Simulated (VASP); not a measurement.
Here is a VASP 6.6.1 calculation.

Contents of POSCAR:

```
Sb
1.0
   -1.8659417348      1.8659417348      1.8659417348
    1.8659417348     -1.8659417348      1.8659417348
    1.8659417348      1.8659417348     -1.8659417348
Sb
1
Direct
    0.0000000000      0.0000000000      0.0000000000
```

File INCAR.step1:

```
SYSTEM = Sb
  PREC = Accurate
  ENCUT = 520
  EDIFF = 1E-5
  ISMEAR = -1
  SIGMA = 0.05
  LREAL = .FALSE.
  LASPH = .TRUE.
  NELM = 80
  ALGO = Normal
  ISIF = 2
  LWAVE = .TRUE.
  LCHARG = .FALSE.
  NBANDS = 8
  GGA = PE
```

File INCAR.step2:

```
SYSTEM = Sb
  PREC = Accurate
  ENCUT = 520
  EDIFF = 1E-6
  ISMEAR = -1
  SIGMA = 0.05
  LREAL = .FALSE.
  LASPH = .TRUE.
  NELM = 80
  ALGO = Normal
  ISIF = 2
  LWAVE = .FALSE.
  LCHARG = .FALSE.
  GGA = PE
  LHFCALC = .TRUE.
  AEXX = 0.25
  HFSCREEN = 0.3
  PRECFOCK = Normal
  NBANDS = 8
  ISTART = 1
```

File KPOINTS:

```
regular mesh
0
G
  5 5 5
  0 0 0
```

Potentials or basis: VASP PAW PBE potentials, release 64 (Sb).

Run with:

```console
$ cat potpaw_PBE.64/Sb/POTCAR > POTCAR
$ cp INCAR.step1 INCAR
$ mpirun -np 1 vasp_std > vasp.out
$ cp INCAR.step2 INCAR
$ mpirun -np 1 vasp_std > vasp.out
```

Q: Estimate the pressure.

A: -1.1 GPa.

Caveat: the k points lie up to 0.48 Å⁻¹ apart; the PAW data sets were made with another functional, which shifts forces and pressure a little.
